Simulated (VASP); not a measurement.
# C (R3m) in VASP: notebook

Runs on C. Level: r2SCAN. Tasks: single point.

All numbers are computed with VASP 6.6.1; they aren't measurements. Logs are shortened: lines on timing, memory, paths and dates and some standing lists are left out, and cuts for length are marked.

### Step 1. The cell of the first run

Symmetry: R3m, No. 160, trigonal system. Conventional cell: a = 2.511 Å, b = 2.511 Å, c = 35.508 Å, α = 90.00°, β = 90.00°, γ = 120.00°. C (site symmetry 3m) has 4 C at 1.54 Å within 2.1 Å. Within 2.1 Å of C (site symmetry 3m) lie 4 C at 1.54 Å. C (site symmetry 3m) has 3 C at 1.54 Å within 2.1 Å. Within 2.1 Å of C (site symmetry 3m) lie 4 C at 1.54 Å. C (site symmetry 3m) has 3 C at 1.54 Å within 2.1 Å. C (site symmetry 3m) has 4 C at 1.54 Å within 2.1 Å. Within 2.1 Å of C (site symmetry 3m) lie 4 C at 1.54 to 1.57 Å. C (site symmetry 3m) has 4 C at 1.54 to 1.57 Å within 2.1 Å.

### Step 2. Single point, r2SCAN (the distance across one plane changed)

The input, POSCAR:

```
C
1.0
   -2.5113391176      0.0000000000      0.0000000000
   -1.2556695588     -2.1748834734      0.0000000000
    1.2556695588      0.7249611578     11.8359979276
C
10
Direct
   -0.0036484678     -0.0036484678      0.5884545965
    0.9530063501      0.9530063501      0.4584190504
    0.0695996443      0.0695996443      0.8081989330
    0.8797582380      0.8797582380      0.2386747140
    0.1552211656      0.1552211656      0.0650634967
    0.8363807255      0.8363807255      0.1085421765
    0.3442702251      0.3442702251      0.6322106754
    0.6050876572      0.6050876572      0.4146629715
    0.3883522502      0.3883522502      0.7644567505
    0.5610056322      0.5610056322      0.2824168965
```

The input, INCAR.step1:

```
ALGO     = Normal         # electronic algorithm
EDIFF    = 1E-4           # SCF threshold, eV
ENCUT    = 520            # plane-wave cutoff, eV
GGA      = PE             # functional
ISMEAR   = 0              # smearing method
ISYM     = 0            
LASPH    = T              # aspherical terms in the spheres
LCHARG   = F              # write CHGCAR
LREAL    = F              # projectors in reciprocal space
LWAVE    = T              # write WAVECAR
NBANDS   = 31             # bands
NELM     = 100            # most SCF steps
PREC     = Accurate       # precision mode
SIGMA    = 0.05           # smearing width, eV
```

The input, INCAR.step2:

```
ALGO     = Normal         # electronic algorithm
EDIFF    = 1E-6           # SCF threshold, eV
ENCUT    = 520            # plane-wave cutoff, eV
ISIF     = 2              # what is computed and relaxed
ISMEAR   = 0              # smearing method
ISTART   = 1            
ISYM     = 0            
LASPH    = T              # aspherical terms in the spheres
LCHARG   = F              # write CHGCAR
LMIXTAU  = T            
LREAL    = F              # projectors in reciprocal space
LWAVE    = F              # write WAVECAR
METAGGA  = R2SCAN         # meta-GGA
NBANDS   = 31             # bands
NELM     = 100            # most SCF steps
PREC     = Accurate       # precision mode
SIGMA    = 0.05           # smearing width, eV
```

The input, KPOINTS:

```
k-points
0
Gamma
  10 10 3
```

Potentials or basis: VASP PAW PBE potentials, release 64 (C).

Launch:

```console
$ cat potpaw_PBE.64/C/POTCAR > POTCAR
$ cp INCAR.step1 INCAR
$ mpirun -np 1 vasp_std > vasp.out
$ cp INCAR.step2 INCAR
$ mpirun -np 1 vasp_std > vasp.out
```

OUTCAR:

```text
EDIFF = 1E-6
   ENCUT = 520
   ISIF = 2
   ISMEAR = 0
   ISTART = 1
   ISYM = 0
   LASPH = T
   LREAL = F
   METAGGA = R2SCAN
   NELM = 100
   PREC = Accurate

 ion  position               nearest neighbor table
   1  0.996  0.996  0.588-   2 1.54   7 1.54   7 1.54   7 1.54
   2  0.953  0.953  0.458-   1 1.54   8 1.54   8 1.54   8 1.54
   3  0.070  0.070  0.808-   9 1.54   9 1.54   9 1.54
   4  0.880  0.880  0.239-  10 1.54  10 1.54  10 1.54   6 1.54
   5  0.155  0.155  0.065-   6 1.54   6 1.54   6 1.54
   6  0.836  0.836  0.109-   5 1.54   5 1.54   5 1.54   4 1.54
   7  0.344  0.344  0.632-   1 1.54   1 1.54   1 1.54   9 1.57
   8  0.605  0.605  0.415-   2 1.54   2 1.54   2 1.54  10 1.57
   9  0.388  0.388  0.764-   3 1.54   3 1.54   3 1.54   7 1.57
  10  0.561  0.561  0.282-   4 1.54   4 1.54   4 1.54   8 1.57

IMPORTANT INFORMATION: All symmetrisations will be switched off!
NOSYMM: (Re-)initialisation of all symmetry stuff for point group C_1.

----------------------------------------------------------------------------------------

                                     Primitive cell

  volume of cell :      64.6467

  direct lattice vectors                    reciprocal lattice vectors
    -2.511339118  0.000000000  0.000000000    -0.398193933  0.229897374  0.028162672
    -1.255669559 -2.174883473  0.000000000     0.000000000 -0.459794749  0.028162672
     1.255669559  0.724961158 11.835997928     0.000000000  0.000000000  0.084488017

  length of vectors
     2.511339118  2.511339118 11.924475740     0.460656431  0.460656431  0.084488017

  position of ions in fractional coordinates (direct lattice)
     0.996351532  0.996351532  0.588454597
     0.953006350  0.953006350  0.458419050
     0.069599644  0.069599644  0.808198933
     0.879758238  0.879758238  0.238674714
     0.155221166  0.155221166  0.065063497
     0.836380725  0.836380725  0.108542177
     0.344270225  0.344270225  0.632210675
     0.605087657  0.605087657  0.414662972
     0.388352250  0.388352250  0.764456751
     0.561005632  0.561005632  0.282416897

  ion indices of the primitive-cell ions
   primitive index   ion index
                 1           1
                 2           2
                 3           3
                 4           4
                 5           5
                 6           6
                 7           7
                 8           8
                 9           9
                10          10

----------------------------------------------------------------------------------------

 KPOINTS: k-points

Automatic generation of k-mesh.
 Grid dimensions read from file:
 generate k-points for:   10   10    3

 Generating k-lattice:

  Cartesian coordinates                     Fractional coordinates (reciprocal lattice)
    -0.039819393  0.022989737  0.002816267     0.100000000  0.000000000 -0.000000000
     0.000000000 -0.045979475  0.002816267     0.000000000  0.100000000  0.000000000
     0.000000000  0.000000000  0.028162672     0.000000000  0.000000000  0.333333333

  Length of vectors
     0.046065643  0.046065643  0.028162672

  Shift w.r.t. Gamma in fractional coordinates (k-lattice)
     0.000000000  0.000000000  0.000000000

 -----------------------------------------------------------------------------
|                                                                             |
|           W    W    AA    RRRRR   N    N  II  N    N   GGGG   !!!           |
|           W    W   A  A   R    R  NN   N  II  NN   N  G    G  !!!           |
|           W    W  A    A  R    R  N N  N  II  N N  N  G       !!!           |
|           W WW W  AAAAAA  RRRRR   N  N N  II  N  N N  G  GGG   !            |
|           WW  WW  A    A  R   R   N   NN  II  N   NN  G    G                |
|           W    W  A    A  R    R  N    N  II  N    N   GGGG   !!!           |
|                                                                             |
|     Your reciprocal lattice and k-lattice belong to different lattice       |
|     classes:                                                                |
|                                                                             |
|        The reciprocal lattice is rhombohedral (trigonal),                   |
|        whereas your k-lattice is base-centered monoclinic.                  |
|                                                                             |
|     Results are often still useful ...                                      |
|                                                                             |
 -----------------------------------------------------------------------------

 WARNING: IBZKPT: internal override: KBLOWUP is changed to .FALSE.
      ... skipping the blow-up phase ...

 Subroutine IBZKPT returns following result:
 ===========================================

 Found    152 irreducible k-points:

 Following reciprocal coordinates:
            Coordinates               Weight
  0.000000  0.000000  0.000000      1.000000
  0.100000 -0.000000  0.000000      2.000000
  0.200000 -0.000000  0.000000      2.000000
  0.300000  0.000000 -0.000000      2.000000
  0.400000 -0.000000  0.000000      2.000000
  0.500000  0.000000  0.000000      1.000000
[... 16 lines left out ...]
 -0.400000  0.200000 -0.000000      2.000000
 -0.300000  0.200000  0.000000      2.000000
 [... further k-points ...]
   k-points           NKPTS =    152   k-points in BZ     NKDIM =    152   number of bands    NBANDS=     31
   number of dos      NEDOS =    301   number of ions     NIONS =     10
   total plane-waves  NPLWV =  36000
   dimension x,y,z NGX =    20 NGY =   20 NGZ =   90
   dimension x,y,z NGXF=    40 NGYF=   40 NGZF=  180
   ions per type =              10
   NGX,Y,Z   is equivalent  to a cutoff of  13.24, 13.24, 12.55 a.u.
   NGXF,Y,Z  is equivalent  to a cutoff of  26.48, 26.48, 25.09 a.u.
 SYSTEM =  unknown system
   PREC   = accura    normal or accurate (medium, high low for compatibility)
   ISTART =      1    job   : 0-new  1-cont  2-samecut
   ICHARG =      0    charge: 1-file 2-atom 10-const
   ISPIN  =      1    spin polarized calculation?
   LNONCOLLINEAR =      F non collinear calculations
   LSORBIT =      F    spin-orbit coupling
   LASPH  =      T    aspherical Exc in radial PAW
   ENCUT  =  520.0 eV  38.22 Ry    6.18 a.u.   4.67  4.67 22.17*2*pi/ulx,y,z
   NELM   =    100;   NELMIN=  2; NELMDL=  0     # of ELM steps
   EDIFF  = 0.1E-05   stopping-criterion for ELM
   LREAL  =      F    real-space projection
   EDIFFG = 0.1E-04   stopping-criterion for IOM
   NSW    =      0    number of steps for IOM
   IBRION =     -1    ionic relax: 0-MD 1-quasi-New 2-CG
   NFREE  =      0    steps in history (QN), initial steepest desc. (CG)
   ISIF   =      2    stress and relaxation
   ISYM   =      0    0-nonsym 1-usesym 2-fastsym
   POTIM  = 0.5000    time-step for ionic-motion
   TEBEG  =    0.0;   TEEND  =   0.0 temperature during run
   PSTRESS=    0.0 pullay stress
   NELECT =      40.0000    total number of electrons
   NUPDOWN=      -1.0000    fix difference up-down
   EMIN   =  10.00;   EMAX   =-10.00  energy-range for DOS
   EFERMI =   0.00;   METHOD = LEGACY
   ISMEAR =     0;   SIGMA  =   0.05  broadening in eV -4-tet -1-fermi 0-gaus
   EFERMI_NEDOS =   21; number of points for ismear=-14 and -15
   IALGO  =     38    algorithm
   IMIX   =      4    mixing-type and parameters
     AMIX     =   0.40;   BMIX     =  1.00
     AMIX_MAG =   1.60;   BMIX_MAG =  1.00
  volume/ion in A,a.u.               =       6.46        43.63
  Fermi-wavevector in a.u.,A,eV,Ry     =   1.395017  2.636199 26.477913  1.946072
  Thomas-Fermi vector in A             =   2.518510
   LORBIT       =      0    0 simple, 1 ext, 2 COOP (PROOUT), +10 PAW based schemes
   METAGGA = R2SCAN    functional components
   LHFCALC =     F    Hartree Fock is set to
   AEXX    =    0.0000 exact exchange contribution
   IVDW    =     0    specifies the selected vdW correction
   LEPSILON=     F    determine dielectric tensor
   LRPA    =     F    only Hartree local field effects (RPA)
 non-spin polarized calculation
 Gauss-broadening in eV      SIGMA  =   0.05
  energy-cutoff  :      520.00
  volume of cell :       64.65
 maximum number of plane-waves:      1757
   NGX =  9   NGY =  9   NGZ = 45

 number of electron      40.0000001 magnetization

 Free energy of the ion-electron system (eV)
  ---------------------------------------------------
  ext. energy  EPLUGINS =         0.00000000
  ---------------------------------------------------
  free energy    TOTEN  =       -94.02433140 eV

  energy without entropy =      -94.02433140  energy(sigma->0) =      -94.02433140

 E-fermi :   8.2206     XC(G=0): -13.3079

 val. band max:        8.0358770953   @ k =   0.0000   0.0000   0.0000
 cond. band min:       8.4107377556   @ k =   0.0000   0.5000   0.0000
 fundamental gap:      0.3748606603
 Fermi energy:         8.2205566361

 k-point     1 :       0.0000    0.0000    0.0000
  band No.  band energies     occupation
      1     -15.0673      2.00000
      2     -14.1515      2.00000
      3     -12.8336      2.00000
      4     -11.1197      2.00000
      5      -9.8015      2.00000
      6      -5.1557      2.00000
[... 23 lines left out ...]
     30      16.2944      0.00000
     31      16.7780      0.00000

 k-point     2 :       0.1000   -0.0000    0.0000
  band No.  band energies     occupation
      1     -14.8090      2.00000
      2     -13.8951      2.00000
      3     -12.5799      2.00000
      4     -10.8732      2.00000
      5      -9.5618      2.00000
      6      -4.9351      2.00000
[... 23 lines left out ...]
     30      16.8414      0.00000
     31      17.0071      0.00000

 k-point     3 :       0.2000   -0.0000    0.0000
  band No.  band energies     occupation
      1     -14.0386      2.00000
      2     -13.1310      2.00000
      3     -11.8244      2.00000
      4     -10.1391      2.00000
      5      -8.8473      2.00000
      6      -4.3135      2.00000
[... 703 lines left out ...]
     30      18.8811      0.00000
     31      19.8007      0.00000

 k-point    24 :      -0.3000    0.2000    0.0000
  band No.  band energies     occupation
      1     -10.3574      2.00000
      2      -9.5016      2.00000
      3      -8.2998      2.00000
      4      -6.8288      2.00000
      5      -5.5604      2.00000
      6      -5.1937      2.00000
[... 23 lines left out ...]
     30      19.1010      0.00000
     31      19.6959      0.00000

 [... further k-points ...]
[... 5 lines left out ...]
  --------------------------------------------------------------------------------------
  -------------------------------------------------------------------------------------
  Total       -0.3840439     -0.3837198     -6.7090536     -0.0002798      0.0018071      0.0031309
  in kB       -9.5179884     -9.5099577   -166.2744843     -0.0069338      0.0447858      0.0775941
  external PRESSURE =     -61.7674768 kB  Pullay stress =       0.0000000 kB

 VOLUME and BASIS-vectors are now :
 -----------------------------------------------------------------------------
  energy-cutoff  :      520.00
  volume of cell :       64.65
      direct lattice vectors                 reciprocal lattice vectors
    -2.511339118  0.000000000  0.000000000    -0.398193933  0.229897374  0.028162672
    -1.255669559 -2.174883473  0.000000000     0.000000000 -0.459794749  0.028162672
     1.255669559  0.724961158 11.835997928     0.000000000  0.000000000  0.084488017

 POSITION                                       TOTAL-FORCE (eV/Angst)
 -----------------------------------------------------------------------------------
     -3.01436     -1.74034      6.96495        -0.000578     -0.000334      0.221563
     -3.01436     -1.74034      5.42585         0.000656      0.000379     -0.107749
      0.75265      0.43454      9.56584         0.000424      0.000245     -1.567495
     -3.01436     -1.74034      2.82495        -0.000585     -0.000338      0.683379
     -0.50302     -0.29042      0.77009        -0.000233     -0.000135      1.727929
     -3.01436     -1.74034      1.28470         0.000163      0.000094     -4.052263
     -0.50302     -0.29042      7.48284         0.000556      0.000321     -0.698492
     -1.75869     -1.01538      4.90795        -0.000618     -0.000357      0.094019
     -0.50302     -0.29042      9.04811        -0.000413     -0.000239      3.906884
     -1.75869     -1.01538      3.34269         0.000628      0.000363     -0.207774
 -----------------------------------------------------------------------------------
    total drift:                               -0.000001     -0.000001     -0.003781

  FREE ENERGIE OF THE ION-ELECTRON SYSTEM (eV)
  ---------------------------------------------------
  free  energy   TOTEN  =       -94.0243313977 eV

  energy  without entropy=      -94.0243313975  energy(sigma->0) =      -94.02433140
```

Run time: 17 min. Hardware: 1 thread of Intel Xeon Platinum 8259CL at 2.50GHz (Skylake/Cascade Lake), shared host; peak memory 0.32 GiB.

What came out:

```yaml
Free_energy: -94.0243 eV
Pressure: -6.2 GPa
Largest_force: 4.052 eV/Å
```

Forces on the atoms (eV/Å):
```
C   -0.001  0.000  0.222
C    0.001  0.000 -0.108
C    0.000  0.000 -1.567
C   -0.001  0.000  0.683
C    0.000  0.000  1.728
C    0.000  0.000 -4.052
C    0.001  0.000 -0.698
C   -0.001  0.000  0.094
C    0.000  0.000  3.907
C    0.001  0.000 -0.208
```

Caveat: the cell differs from its parent crystal (the distance across one plane changed); the cell stands under tension; the PAW data sets were made with another functional, which shifts forces and pressure a little.

[end of part 1 of 2]
